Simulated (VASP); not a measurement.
Write the native input for VASP 6.6.1 that does the following.

```
Task                   : single point
Functional             : LDA
Potentials or basis    : VASP PAW LDA potentials, release 64 (In_d, Sb)
Cutoff                 : 520 eV
k mesh                 : 2 × 2 × 1
Occupations            : fermi-dirac, width 0.1 eV
Spin                   : no spin polarisation
Dipole correction      : no
Further INCAR settings : LREAL = Auto; ALGO = Normal; EDIFF = 1e-06; NBANDS = 86
```

The structure of InSb lies in POSCAR:

```
InSb
1.0
    9.1499620000      0.0000000000      0.0000000000
    4.5749810000      7.9240990000      0.0000000000
    0.0000000000      0.0000000000     17.6693200000
In Sb
8 8
Direct
    0.0000000000      0.0000000000      0.0565952736
    0.0000041616      0.4999937532      0.0565952736
    0.5000020765      0.0000000000      0.0565952736
    0.5000062382      0.4999937532      0.0565952736
    0.7233137172      0.6257746149      0.2545202645
    0.6020734519      0.2001867973      0.2732080239
    0.1677445000      0.6220013152      0.2824047558
    0.1828127183      0.1162782040      0.2188539231
    0.1714122599      0.1601065307      0.0560123423
    0.1682702265      0.6598352696      0.1119907274
    0.6648345027      0.1900531530      0.1078932296
    0.6774204742      0.6502821330      0.0881754363
    0.8343261190      0.8354893093      0.3160393269
    0.8483198273      0.3118714191      0.2877813068
    0.3731179759      0.7714315533      0.2594553724
    0.2690972954      0.3001476887      0.3349364888
```

The input as run:

INCAR

```
  ALGO = Normal
  EDIFF = 1E-6
  ENCUT = 520
  ISIF = 2
  ISMEAR = -1
  LASPH = True
  LCHARG = True
  LELF = True
  LREAL = Auto
  LVHAR = True
  LWAVE = False
  NBANDS = 86
  NELM = 60
  PREC = Accurate
  SIGMA = 0.1
```

KPOINTS

```
k-points
0
Gamma
  2 2 1
```

Potentials or basis: VASP PAW LDA potentials, release 64 (In_d, Sb).

Launch:

```console
$ cat potpaw_LDA.64/In_d/POTCAR potpaw_LDA.64/Sb/POTCAR > POTCAR
$ mpirun -np 1 vasp_std > vasp.out
```

It gave:

| Quantity | Value |
| --- | --- |
| Largest force | 1.866 eV/Å |
| Band gap on the k mesh | 0.01 eV (least direct gap 0.23 eV) |

Caveat: the atoms stand as in a frame of molecular dynamics; there is no dipole correction, which matters where the two faces differ; semilocal functionals underestimate gaps, and a narrow one can read as zero; spin-orbit coupling is left out, which moves the levels of the heavy elements.

Wall time 37 min on 1 thread of Oxide Virtual Turin-like Processor, on a shared host, peak memory 0.93 GiB.
